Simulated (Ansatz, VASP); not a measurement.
# InAs in VASP and in Ansatz

```xyz
2
Lattice="0.0000 2.8867 2.8867 2.8867 0.0000 2.8867 2.8867 2.8867 0.0000" Properties=species:S:1:pos:R:3 pbc="T T T"
In    0.0000    0.0000    0.0000
As    1.4434    1.4434    1.4434
```

Alike in both runs: task single point; functional PBE; k mesh 6 × 6 × 6; occupations gaussian, width 0.1 eV; no spin polarisation.

|  | VASP | Ansatz |
| --- | --- | --- |
| version | VASP 6.6.1 | Ansatz 0.2.0 |
| potentials or method | VASP PAW PBE potentials, release 64 (In_d, As), cutoff 500 eV | scalar-relativistic, plane waves, PAW |
| valence electrons in the cell | 18 | 28 |

```tsv
	VASP	Ansatz	Ansatz less VASP
gap on the k mesh at the Fermi level (eV)	0.52	0.51	-0.007
least direct gap on the mesh (eV)	0.52	0.51	-0.007
pressure (GPa)	16.5	16.4	-0.13
```

VASP's potentials hold 18 valence electrons a cell and Ansatz's 28, so a difference there can come from the potentials and not from the codes.
